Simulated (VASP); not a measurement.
Set up this calculation in VASP 6.6.1, as the native input.

- Task: single point
- Functional: PBE
- Dispersion: D3(BJ)
- Potentials or basis: VASP PAW PBE potentials, release 64 (As)
- Cutoff: 520 eV
- k mesh: 9 × 9 × 1
- Occupations: gaussian, width 0.02 eV
- Spin: no spin polarisation
- Dipole correction: yes
- Further INCAR settings: ALGO = Normal; EDIFF = 1e-06; NBANDS = 12

The structure of As lies in POSCAR:

```
As
1.0
    3.7502050269      0.0000000000      0.0000000000
   -1.8751025135      3.0931169740      0.0000000000
    0.0000000000      0.0000000000     28.5742411176
As
2
Direct
    0.3316919568      0.6633839137      0.4759663498
    0.6683080432      0.3366160863      0.5240336502
```

This cell differs from its parent crystal: strain along x +0.050, then relaxed in part.

The input as run:

INCAR

```
PREC = Accurate ; ENCUT = 520
EDIFF = 1E-6 ; ISMEAR = 0
SIGMA = 0.02 ; LREAL = F
LASPH = T ; NELM = 100
ALGO = Normal ; ISIF = 2
LWAVE = F ; LCHARG = F
LDIPOL = T ; IDIPOL = 3
DIPOL = 0.5 0.5 0.500 ; GGA = PE
IVDW = 12 ; NBANDS = 12
```

KPOINTS

```
regular mesh
0
Gamma
  9 9 1
```

Potentials or basis: VASP PAW PBE potentials, release 64 (As).

Launch:

```sh
$ cat potpaw_PBE.64/As/POTCAR > POTCAR
$ mpirun -np 1 vasp_std > vasp.out
```

It gave:

```
Largest force              : 0.080 eV/Å
Band gap on the k mesh     : 1.35 eV (least direct gap 1.56 eV)
Dispersion energy per atom : -0.202 eV
```

Caveat: the cell differs from its parent crystal (strain along x +0.050, then relaxed in part).

It took 4.3 min on 1 thread of Intel Xeon 8259CL, with other jobs on the host, peak memory 0.46 GiB.
